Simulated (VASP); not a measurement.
Crystal: Sb.

```xyz
1
Lattice="1.9600 1.9600 1.9600 -1.9600 1.9600 1.9600 -1.9600 -1.9600 1.9600" Properties=species:S:1:pos:R:3 pbc="T T T"
Sb    0.0000    0.0000    0.0000
```

| Item | Value |
| --- | --- |
| Program | VASP 6.6.1 |
| Task | relaxation of cell and atoms |
| Functional | PBE |
| Potentials or basis | VASP PAW PBE potentials, release 64 (Sb) |
| Cutoff | 500 eV |
| k mesh | 6 × 6 × 6 |
| Occupations | gaussian, width 0.1 eV |
| Spin | no spin polarisation |

At the start: pressure -4.0 GPa; volume 30.12 Å³/atom.

Q: How do energy, volume and symmetry change on relaxing?

A: Over 3 steps the energy falls by 31.4 meV/atom and the volume is 27.76 Å³/atom (-7.8 %); space group Im-3m (No. 229, to 0.05 Å).

The path:
```
step  energy change (eV)  largest force (eV/Å)  pressure (GPa)  volume (Å³)
   1              0.0000                0.0000           -4.01        30.12
   2             -0.0269                0.0000            1.80        26.95
   3             -0.0314                0.0000            0.02        27.76
```

Final structure:
```xyz
1
Lattice="1.9075 1.9075 1.9075 -1.9075 1.9075 1.9075 -1.9075 -1.9075 1.9075" Properties=species:S:1:pos:R:3 pbc="T T T"
Sb    0.0000    0.0000    0.0000
```

Caveat: the k points lie up to 0.39 Å⁻¹ apart in the final cell.
